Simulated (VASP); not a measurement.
# CdSe (Cadmoselite) (P6_3mc) in VASP: further runs

The runs below take CdSe (Cadmoselite) through relaxation of cell and atoms, single point, with PBE.

Program: VASP 6.6.1. These are calculated values, not measurements. Logs are shortened: lines on timing, memory, paths and dates and some standing lists are left out, and cuts for length are marked.

## 1. The cell of the first run

It takes space group P6_3mc (No. 186, hexagonal). The conventional cell has a = 4.383 Å, b = 4.383 Å, c = 7.156 Å, α = 90.00°, β = 90.00°, γ = 120.00°. Within 3.5 Å of Cd (site symmetry 3m) lie 4 Se at 2.68 to 2.69 Å. Within 3.5 Å of Se (site symmetry 3m) lie 4 Cd at 2.68 to 2.69 Å.

## 2. Relaxation of cell and atoms, PBE

INCAR reads:

```
ALGO = Normal
EDIFF = 1E-6
EDIFFG = -0.005
ENCUT = 600
GGA = PE
IBRION = 2
ISIF = 3
ISMEAR = 0
LASPH = True
LCHARG = False
LREAL = False
LWAVE = False
NELM = 100
NSW = 100
PREC = Accurate
SIGMA = 0.02
```

KPOINTS reads:

```
k-points
0
Gamma
  9 9 6
```

POSCAR reads:

```
CdSe
1.0
    4.3825548697      0.0000000000      0.0000000000
   -2.1912774349      3.7954038507      0.0000000000
    0.0000000000      0.0000000000      7.1556282808
Cd Se
2 2
Direct
    0.3333333333      0.6666666667      0.0046130448
    0.6666666667      0.3333333333      0.5046130448
    0.3333333333      0.6666666667      0.3803869552
    0.6666666667      0.3333333333      0.8803869552
```

Potentials or basis: VASP PAW PBE potentials, release 64 (Cd, Se).

Started as:

```console
> cat potpaw_PBE.64/Cd/POTCAR potpaw_PBE.64/Se/POTCAR > POTCAR
> mpirun -np 1 vasp_std > vasp.out
```

OUTCAR:

```text
EDIFF = 1E-6
   EDIFFG = -0.005
   ENCUT = 600
   GGA = PE
   IBRION = 2
   ISIF = 3
   ISMEAR = 0
   LASPH = True
   LREAL = False
   NELM = 100
   NSW = 100
   PREC = Accurate

 ion  position               nearest neighbor table
   1  0.333  0.667  0.005-   4 2.68   4 2.68   4 2.68   3 2.69
   2  0.667  0.333  0.505-   3 2.68   3 2.68   3 2.68   4 2.69
   3  0.333  0.667  0.380-   2 2.68   2 2.68   2 2.68   1 2.69
   4  0.667  0.333  0.880-   1 2.68   1 2.68   1 2.68   2 2.69

  LATTYP: Found a hexagonal cell.
 ALAT       =     4.3825548697
 C/A-ratio  =     1.6327526964

  Lattice vectors:

 A1 = (   4.3825548697,   0.0000000000,   0.0000000000)
 A2 = (  -2.1912774349,   3.7954038507,   0.0000000000)
 A3 = (   0.0000000000,   0.0000000000,   7.1556282808)

Analysis of symmetry for initial positions (statically):
=====================================================================
 Subroutine PRICEL returns:
 Original cell was already a primitive cell.

 Routine SETGRP: Setting up the symmetry group for a
 hexagonal supercell.

 Subroutine GETGRP returns: Found 12 space group operations
 (whereof  6 operations were pure point group operations)
 out of a pool of 24 trial point group operations.

The static configuration has the point symmetry C_3v.
 The point group associated with its full space group is C_6v.

Analysis of symmetry for dynamics (positions and initial velocities):
=====================================================================
 Subroutine PRICEL returns:
 Original cell was already a primitive cell.

 Routine SETGRP: Setting up the symmetry group for a
 hexagonal supercell.

 Subroutine GETGRP returns: Found 12 space group operations
 (whereof  6 operations were pure point group operations)
 out of a pool of 24 trial point group operations.

The dynamic configuration has the point symmetry C_3v.
 The point group associated with its full space group is C_6v.

 Subroutine INISYM returns: Found 12 space group operations
 (whereof  6 operations are pure point group operations),
 and found     1 'primitive' translations

----------------------------------------------------------------------------------------

                                     Primitive cell

  volume of cell :     119.0236

  direct lattice vectors                    reciprocal lattice vectors
     4.382554870  0.000000000  0.000000000     0.228177406  0.131738287  0.000000000
    -2.191277435  3.795403851  0.000000000     0.000000000  0.263476573  0.000000000
     0.000000000  0.000000000  7.155628281     0.000000000  0.000000000  0.139750132

  length of vectors
     4.382554870  4.382554870  7.155628281     0.263476573  0.263476573  0.139750132

  position of ions in fractional coordinates (direct lattice)
     0.333333333  0.666666667  0.004613045
     0.666666667  0.333333333  0.504613045
     0.333333333  0.666666667  0.380386955
     0.666666667  0.333333333  0.880386955

  ion indices of the primitive-cell ions
   primitive index   ion index
                 1           1
                 2           2
                 3           3
                 4           4

----------------------------------------------------------------------------------------

 KPOINTS: k-points

Automatic generation of k-mesh.
 Grid dimensions read from file:
 generate k-points for:    9    9    6

 Generating k-lattice:

  Cartesian coordinates                     Fractional coordinates (reciprocal lattice)
     0.025353045  0.014637587  0.000000000     0.111111111  0.000000000  0.000000000
     0.000000000  0.029275175  0.000000000     0.000000000  0.111111111  0.000000000
     0.000000000  0.000000000  0.023291689     0.000000000  0.000000000  0.166666667

  Length of vectors
     0.029275175  0.029275175  0.023291689

  Shift w.r.t. Gamma in fractional coordinates (k-lattice)
     0.000000000  0.000000000  0.000000000

 Subroutine IBZKPT returns following result:
 ===========================================

 Found     48 irreducible k-points:

 Following reciprocal coordinates:
            Coordinates               Weight
  0.000000  0.000000  0.000000      1.000000
  0.111111 -0.000000  0.000000      6.000000
  0.222222 -0.000000  0.000000      6.000000
  0.333333 -0.000000  0.000000      6.000000
  0.444444 -0.000000  0.000000      6.000000
  0.111111  0.111111  0.000000      6.000000
[... 16 lines left out ...]
  0.333333  0.222222  0.166667     24.000000
  0.333333  0.333333  0.166667      4.000000
 [... further k-points ...]
   k-points           NKPTS =     48   k-points in BZ     NKDIM =     48   number of bands    NBANDS=     22
   number of dos      NEDOS =    301   number of ions     NIONS =      4
   total plane-waves  NPLWV =  77760
   dimension x,y,z NGX =    36 NGY =   36 NGZ =   60
   dimension x,y,z NGXF=    72 NGYF=   72 NGZF=  120
   ions per type =               2   2
   NGX,Y,Z   is equivalent  to a cutoff of  13.66, 13.66, 13.94 a.u.
   NGXF,Y,Z  is equivalent  to a cutoff of  27.31, 27.31, 27.88 a.u.
 SYSTEM =  unknown system
   PREC   = accura    normal or accurate (medium, high low for compatibility)
   ISTART =      0    job   : 0-new  1-cont  2-samecut
   ICHARG =      2    charge: 1-file 2-atom 10-const
   ISPIN  =      1    spin polarized calculation?
   LNONCOLLINEAR =      F non collinear calculations
   LSORBIT =      F    spin-orbit coupling
   LASPH  =      T    aspherical Exc in radial PAW
   ENCUT  =  600.0 eV  44.10 Ry    6.64 a.u.   8.75  8.75 14.29*2*pi/ulx,y,z
   NELM   =    100;   NELMIN=  2; NELMDL= -5     # of ELM steps
   EDIFF  = 0.1E-05   stopping-criterion for ELM
   LREAL  =      F    real-space projection
   EDIFFG = -.5E-02   stopping-criterion for IOM
   NSW    =    100    number of steps for IOM
   IBRION =      2    ionic relax: 0-MD 1-quasi-New 2-CG
   NFREE  =      1    steps in history (QN), initial steepest desc. (CG)
   ISIF   =      3    stress and relaxation
   ISYM   =      2    0-nonsym 1-usesym 2-fastsym
   POTIM  = 0.5000    time-step for ionic-motion
   TEBEG  =    0.0;   TEEND  =   0.0 temperature during run
   PSTRESS=    0.0 pullay stress
   NELECT =      36.0000    total number of electrons
   NUPDOWN=      -1.0000    fix difference up-down
   EMIN   =  10.00;   EMAX   =-10.00  energy-range for DOS
   EFERMI =   0.00;   METHOD = LEGACY
   ISMEAR =     0;   SIGMA  =   0.02  broadening in eV -4-tet -1-fermi 0-gaus
   EFERMI_NEDOS =   21; number of points for ismear=-14 and -15
   IALGO  =     38    algorithm
   IMIX   =      4    mixing-type and parameters
     AMIX     =   0.40;   BMIX     =  1.00
     AMIX_MAG =   1.60;   BMIX_MAG =  1.00
  volume/ion in A,a.u.               =      29.76       200.80
  Fermi-wavevector in a.u.,A,eV,Ry     =   1.098916  2.076651 16.430628  1.207617
  Thomas-Fermi vector in A             =   2.235302
   LORBIT       =      0    0 simple, 1 ext, 2 COOP (PROOUT), +10 PAW based schemes
   GGA     = PE    functional components
   LHFCALC =     F    Hartree Fock is set to
   AEXX    =    0.0000 exact exchange contribution
   IVDW    =     0    specifies the selected vdW correction
   LEPSILON=     F    determine dielectric tensor
   LRPA    =     F    only Hartree local field effects (RPA)
 conjugate gradient relaxation of ions
 non-spin polarized calculation
 Gauss-broadening in eV      SIGMA  =   0.02
  energy-cutoff  :      600.00
  volume of cell :      119.02
 maximum number of plane-waves:      4002
 NGX is ok and might be reduce to    36
   NGX = 17   NGY = 17   NGZ = 29

--------------------------------------- Ionic step        1  -------------------------------------------

 number of electron      36.0000009 magnetization

 Free energy of the ion-electron system (eV)
  ---------------------------------------------------
  ext. energy  EPLUGINS =         0.00000000
  ---------------------------------------------------
  free energy    TOTEN  =       -10.99472894 eV

  energy without entropy =      -10.99472894  energy(sigma->0) =      -10.99472894

------------------------ aborting loop because EDIFF is reached ----------------------------------------

  FORCE on cell =-STRESS in cart. coord.  units (eV):
  Direction    XX          YY          ZZ          XY          YZ          ZX
  --------------------------------------------------------------------------------------
  -------------------------------------------------------------------------------------
  Total        0.1590493      0.1590493      0.1442907     -0.0000000      0.0000000      0.0000000
  in kB        2.1409638      2.1409638      1.9422981     -0.0000000      0.0000000      0.0000000
  external PRESSURE =       2.0747419 kB  Pullay stress =       0.0000000 kB

 VOLUME and BASIS-vectors are now :
 -----------------------------------------------------------------------------
  energy-cutoff  :      600.00
  volume of cell :      119.02
      direct lattice vectors                 reciprocal lattice vectors
     4.382554870  0.000000000  0.000000000     0.228177406  0.131738287  0.000000000
    -2.191277435  3.795403851  0.000000000     0.000000000  0.263476573  0.000000000
     0.000000000  0.000000000  7.155628281     0.000000000  0.000000000  0.139750132
[... 77 lines left out ...]
 POSITION                                       TOTAL-FORCE (eV/Angst)
 -----------------------------------------------------------------------------------
     -0.00000      2.53440      0.03318         0.000000      0.000000      0.000838
      2.19486      1.26720      3.61630        -0.000000      0.000000      0.000838
     -0.00000      2.53440      2.72582         0.000000     -0.000000     -0.000838
      2.19486      1.26720      6.30894        -0.000000     -0.000000     -0.000838
 -----------------------------------------------------------------------------------
    total drift:                               -0.000000     -0.000000     -0.000646

  FREE ENERGIE OF THE ION-ELECTRON SYSTEM (eV)
  ---------------------------------------------------
  free  energy   TOTEN  =       -10.9950856388 eV

  energy  without entropy=      -10.9950856388  energy(sigma->0) =      -10.99508564

--------------------------------------- Ionic step        4  -------------------------------------------

 number of electron      36.0000010 magnetization

 Free energy of the ion-electron system (eV)
  ---------------------------------------------------
  ext. energy  EPLUGINS =         0.00000000
  ---------------------------------------------------
  free energy    TOTEN  =       -10.99508029 eV

  energy without entropy =      -10.99508029  energy(sigma->0) =      -10.99508029

 E-fermi :   0.6231     XC(G=0):  -8.6082

 val. band max:        0.4863951474   @ k =   0.0000   0.0000   0.0000
 cond. band min:       1.0186130399   @ k =   0.0000   0.0000   0.0000
 fundamental gap:      0.5322178925
 Fermi energy:         0.6230994102

 k-point     1 :       0.0000    0.0000    0.0000
  band No.  band energies     occupation
      1     -11.7944      2.00000
      2     -11.4687      2.00000
      3      -7.2590      2.00000
      4      -7.2539      2.00000
      5      -7.2539      2.00000
      6      -7.1969      2.00000
[... 14 lines left out ...]
     21       6.3393      0.00000
     22       6.3393      0.00000
[... 552 lines left out ...]
  band No.  band energies     occupation
      1     -11.3953      2.00000
      2     -11.3953      2.00000
      3      -7.1926      2.00000
      4      -7.1075      2.00000
      5      -7.1075      2.00000
      6      -7.0659      2.00000
[... 14 lines left out ...]
     21       5.0316      0.00000
     22       6.9846      0.00000

 [... further k-points ...]

------------------------ aborting loop because EDIFF is reached ----------------------------------------

  FORCE on cell =-STRESS in cart. coord.  units (eV):
  Direction    XX          YY          ZZ          XY          YZ          ZX
  --------------------------------------------------------------------------------------
  -------------------------------------------------------------------------------------
  Total       -0.0006173     -0.0006173     -0.0034043      0.0000000      0.0000000      0.0000000
  in kB       -0.0082765     -0.0082765     -0.0456404      0.0000000      0.0000000      0.0000000
  external PRESSURE =      -0.0207311 kB  Pullay stress =       0.0000000 kB

 VOLUME and BASIS-vectors are now :
 -----------------------------------------------------------------------------
  energy-cutoff  :      600.00
  volume of cell :      119.50
      direct lattice vectors                 reciprocal lattice vectors
     4.388641987 -0.000000000  0.000000000     0.227860920  0.131555563 -0.000000000
    -2.194320994  3.800675449  0.000000000     0.000000000  0.263111127 -0.000000000
     0.000000000  0.000000000  7.164644795    -0.000000000 -0.000000000  0.139574261

 POSITION                                       TOTAL-FORCE (eV/Angst)
 -----------------------------------------------------------------------------------
     -0.00000      2.53378      0.03315         0.000000      0.000000      0.001199
      2.19432      1.26689      3.61548        -0.000000      0.000000      0.001199
     -0.00000      2.53378      2.72523        -0.000000     -0.000000     -0.001199
      2.19432      1.26689      6.30756         0.000000     -0.000000     -0.001199
 -----------------------------------------------------------------------------------
    total drift:                               -0.000000     -0.000000     -0.000587

  FREE ENERGIE OF THE ION-ELECTRON SYSTEM (eV)
  ---------------------------------------------------
  free  energy   TOTEN  =       -10.9950802894 eV

  energy  without entropy=      -10.9950802894  energy(sigma->0) =      -10.99508029

 reached required accuracy - stopping structural energy minimisation
```

Run time: 3.3 min. Hardware: 1 thread of Intel Xeon Platinum 8375C at 2.90GHz (Ice Lake), shared host; peak memory 0.37 GiB.

What came out:

* Free energy: -10.9951 eV
* Relaxed volume: 29.88 Å³/atom
* Relaxed cell: a = 4.389 Å, b = 4.389 Å, c = 7.165 Å, α = 90.00°, β = 90.00°, γ = 120.00°
* Space group after relaxing (to 0.05 Å): P6_3mc (No. 186)
* Energy gained by relaxing: 0.1 meV/atom
* Ionic steps: 4
* Pressure after relaxing: 0.0 GPa
* Band gap on the k mesh: 0.53 eV, direct

Step by step:
| step | energy change (eV) | largest force (eV/Å) | pressure (GPa) | volume (Å³) |
| --- | --- | --- | --- | --- |
| 1 | 0.0000 | 0.0030 | 0.21 | 119.02 |
| 2 | -0.0003 | 0.0004 | -0.03 | 119.69 |
| 3 | -0.0004 | 0.0008 | -0.04 | 119.59 |
| 4 | -0.0004 | 0.0012 | 0.00 | 119.50 |

Final structure:
```
Cd Se
1.0
     4.38864    0.00000    0.00000
    -2.19432    3.80068    0.00000
     0.00000    0.00000    7.16464
Cd Se
2 2
Direct
  0.33333 0.66667 0.00463
  0.66667 0.33333 0.50463
  0.33333 0.66667 0.38037
  0.66667 0.33333 0.88037
```

Levels at points of the mesh, in eV from the valence-band top:
| k point | band 14 | band 15 | band 16 | band 17 | band 18 | band 19 | band 20 | band 21 | band 22 |
| --- | --- | --- | --- | --- | --- | --- | --- | --- | --- |
| (0.00, 0.00, 0.00) | -0.68 | -0.68 | -0.04 | 0.00 | 0.00 | 0.53 | 2.14 | 5.85 | 5.85 |
| (0.00, 0.00, 0.50) | -2.52 | -0.36 | -0.36 | -0.36 | -0.36 | 2.25 | 2.25 | 5.76 | 5.76 |

PBE usually gives volumes a little too large and moduli too small. Zero-point motion and thermal expansion aren't in these numbers.

## 3. Single point, PBE (volume scaled by 0.88, then relaxed in part)

INCAR reads:

```
PREC = Accurate ; ENCUT = 520
EDIFF = 1E-6 ; ISMEAR = 0
SIGMA = 0.02 ; LREAL = F
LASPH = T ; NELM = 60
ALGO = Normal ; ISIF = 2
LWAVE = F ; LCHARG = F
GGA = PE ; NBANDS = 26
```

KPOINTS reads:

```
regular mesh
0
Gamma
  9 9 6
```

POSCAR reads:

```
CdSe
1.0
    4.1984866544      0.0000000000      0.0000000000
   -2.0992433272      3.6359961001      0.0000000000
    0.0000000000      0.0000000000      6.8611926588
Cd Se
2 2
Direct
    0.3333333333      0.6666666667      0.0048666104
    0.6666666667      0.3333333333      0.5048666104
    0.3333333333      0.6666666667      0.3801333896
    0.6666666667      0.3333333333      0.8801333896
```

Potentials or basis: VASP PAW PBE potentials, release 64 (Cd, Se).

Started as:

```console
> cat potpaw_PBE.64/Cd/POTCAR potpaw_PBE.64/Se/POTCAR > POTCAR
> mpirun -np 1 vasp_std > vasp.out
```

OUTCAR:

```text
PREC = Accurate
   ENCUT = 520
   EDIFF = 1E-6
   ISMEAR = 0
   LREAL = F
   LASPH = T
   NELM = 60
   ISIF = 2
   GGA = PE

 ion  position               nearest neighbor table
   1  0.333  0.667  0.005-   4 2.57   4 2.57   4 2.57   3 2.57
   2  0.667  0.333  0.505-   3 2.57   3 2.57   3 2.57   4 2.57
   3  0.333  0.667  0.380-   2 2.57   2 2.57   2 2.57   1 2.57
   4  0.667  0.333  0.880-   1 2.57   1 2.57   1 2.57   2 2.57

  LATTYP: Found a hexagonal cell.
 ALAT       =     4.1984866544
[... 895 lines left out ...]

  FORCE on cell =-STRESS in cart. coord.  units (eV):
  Direction    XX          YY          ZZ          XY          YZ          ZX
  --------------------------------------------------------------------------------------
  -------------------------------------------------------------------------------------
  Total        5.2892835      5.2892835      5.3197884      0.0000000     -0.0000000     -0.0000000
  in kB       80.9080301     80.9080301     81.3746511      0.0000000     -0.0000000     -0.0000000
  external PRESSURE =      81.0635704 kB  Pullay stress =       0.0000000 kB

 VOLUME and BASIS-vectors are now :
 -----------------------------------------------------------------------------
  energy-cutoff  :      520.00
  volume of cell :      104.74
      direct lattice vectors                 reciprocal lattice vectors
     4.198486654  0.000000000  0.000000000     0.238181060  0.137513899  0.000000000
    -2.099243327  3.635996100  0.000000000     0.000000000  0.275027798  0.000000000
     0.000000000  0.000000000  6.861192659     0.000000000  0.000000000  0.145747256

 POSITION                                       TOTAL-FORCE (eV/Angst)
 -----------------------------------------------------------------------------------
     -0.00000      2.42400      0.03339         0.000000     -0.000000      0.008383
      2.09924      1.21200      3.46399        -0.000000      0.000000      0.008383
     -0.00000      2.42400      2.60817        -0.000000     -0.000000     -0.008383
      2.09924      1.21200      6.03876         0.000000      0.000000     -0.008383
 -----------------------------------------------------------------------------------
    total drift:                               -0.000000      0.000000     -0.000380

  FREE ENERGIE OF THE ION-ELECTRON SYSTEM (eV)
  ---------------------------------------------------
  free  energy   TOTEN  =       -10.6616029995 eV

  energy  without entropy=      -10.6616029995  energy(sigma->0) =      -10.66160300
```

OSZICAR:

```text
N       E                     dE             d eps       ncg     rms          rms(c)
DAV:   1     0.244144789845E+03    0.24414E+03   -0.17332E+04  2496   0.126E+03
DAV:   2     0.104928660906E+01   -0.24310E+03   -0.23575E+03  2704   0.313E+02
DAV:   3    -0.113018204496E+02   -0.12351E+02   -0.12286E+02  3016   0.714E+01
DAV:   4    -0.113991157662E+02   -0.97295E-01   -0.97211E-01  2772   0.595E+00
DAV:   5    -0.113996770349E+02   -0.56127E-03   -0.56125E-03  2882   0.437E-01    0.104E+01
DAV:   6    -0.107006251457E+02    0.69905E+00   -0.11918E+00  3172   0.115E+01    0.790E+00
DAV:   7    -0.106669407790E+02    0.33684E-01   -0.62432E-01  2622   0.414E+00    0.247E+00
DAV:   8    -0.106612677847E+02    0.56730E-02   -0.78323E-02  2598   0.287E+00    0.459E-01
DAV:   9    -0.106614010098E+02   -0.13323E-03   -0.93653E-03  2712   0.110E+00    0.157E-01
DAV:  10    -0.106615162812E+02   -0.11527E-03   -0.93617E-04  2658   0.346E-01    0.753E-02
DAV:  11    -0.106615927020E+02   -0.76421E-04   -0.15935E-04  2608   0.756E-02    0.263E-02
DAV:  12    -0.106616020192E+02   -0.93172E-05   -0.18868E-05  2942   0.382E-02    0.120E-02
DAV:  13    -0.106616029995E+02   -0.98033E-06   -0.88432E-06  2598   0.315E-02
   1 F= -.10661603E+02 E0= -.10661603E+02  d E =-.127576E-30
```

Run time: 43 s. Hardware: 1 thread of Intel Xeon 6975P-C (Granite Rapids), shared host; peak memory 0.29 GiB.

What came out:

| Item | Value |
| --- | --- |
| Free energy | -10.6616 eV |
| Pressure | 8.1 GPa |
| Largest force | 0.008 eV/Å |
| Band gap on the k mesh | 0.82 eV, direct |

Forces on the atoms (eV/Å):
```
Cd   0.000  0.000  0.008
Cd   0.000  0.000  0.008
Se   0.000  0.000 -0.008
Se   0.000  0.000 -0.008
```

Caveat: the cell differs from its parent crystal (volume scaled by 0.88, then relaxed in part).
